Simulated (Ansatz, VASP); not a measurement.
# Two plane-wave programs on CuGeF3

```xyz
5
Lattice="4.0849 0.0000 0.0000 0.0000 4.0849 0.0000 0.0000 0.0000 4.0849" Properties=species:S:1:pos:R:3 pbc="T T T"
Cu    0.0000    0.0000    0.0000
Ge    2.0424    2.0424    2.0424
F     2.0424    0.0000    0.0000
F     0.0000    2.0424    0.0000
F     0.0000    0.0000    2.0424
```

Change from the starting cell: species swapped into the TlNiF3 type (Pm-3m, No. 221).

Alike in both runs: functional PBE; k mesh 10 × 10 × 10; occupations gaussian, width 0.1 eV; no spin polarisation.

Ansatz relaxed the structure, and its values are those at the end. VASP's run is a single point on that final structure, the one shown.

```csv
,VASP,Ansatz
version,VASP 6.6.1,Ansatz 0.2.0
potentials or method,"VASP PAW PBE potentials, release 64 (Cu, Ge_d, F), cutoff 520 eV","scalar-relativistic, plane waves, PAW"
valence electrons in the cell,46,54
```

|  | VASP | Ansatz | Ansatz less VASP |
| --- | --- | --- | --- |
| gap on the k mesh at the Fermi level (eV) | none | none | - |
| pressure (GPa) | 0.0 | 0.0 | +0.03 |

A gap of «none» marks a metal or a gap that the smearing closes. The functional is the same, so the differences come from potentials, cutoffs and numerics. VASP's potentials hold 46 valence electrons a cell and Ansatz's 54, so a difference there can come from the potentials and not from the codes.
